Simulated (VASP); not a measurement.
## LiNbO3: single point with PBE

LiNbO3:

```
Li Nb O
1.0
     3.95612    0.00000    0.00000
     0.00000    3.95612    0.00000
     0.00000    0.00000    3.95612
Li Nb O
1 1 3
Direct
  0.00000 0.00000 0.00000
  0.50000 0.50000 0.50000
  0.50000 0.50000 0.00000
  0.50000 0.00000 0.50000
  0.00000 0.50000 0.50000
```

```
Program                : VASP 6.6.1
Task                   : single point
Functional             : PBE
Potentials or basis    : VASP PAW PBE potentials, release 64 (Li_sv, Nb_sv, O)
Cutoff                 : 520 eV
k mesh                 : 8 × 8 × 8
Occupations            : gaussian, width 0.02 eV
Spin                   : no spin polarisation
Dipole correction      : no
Further INCAR settings : ALGO = Normal; EDIFF = 1e-06; NBANDS = 25
```

```yaml
Band_gap_on_the_k_mesh: 1.68 eV (least direct gap 2.48 eV)
```

Levels at points of the mesh, in eV from the valence-band top:
| k point | band 14 | band 15 | band 16 | band 17 | band 18 | band 19 | band 20 | band 21 |
| --- | --- | --- | --- | --- | --- | --- | --- | --- |
| (0.00, 0.00, 0.00) | -1.09 | -0.80 | -0.80 | -0.80 | 1.68 | 1.68 | 1.68 | 4.55 |
| (0.50, 0.00, 0.00) | -2.06 | -1.43 | -0.85 | -0.85 | 1.75 | 4.34 | 4.34 | 5.67 |
| (0.50, 0.50, 0.00) | -1.97 | -1.97 | -1.48 | -0.02 | 4.37 | 4.37 | 5.52 | 7.09 |
| (0.50, 0.50, 0.50) | -4.54 | 0.00 | 0.00 | 0.00 | 5.51 | 5.51 | 5.51 | 6.87 |

Run time: 89 s on 1 thread of AMD EPYC 7R13, with other jobs on the host, peak memory 0.17 GiB.

 A k mesh can miss the band edges.
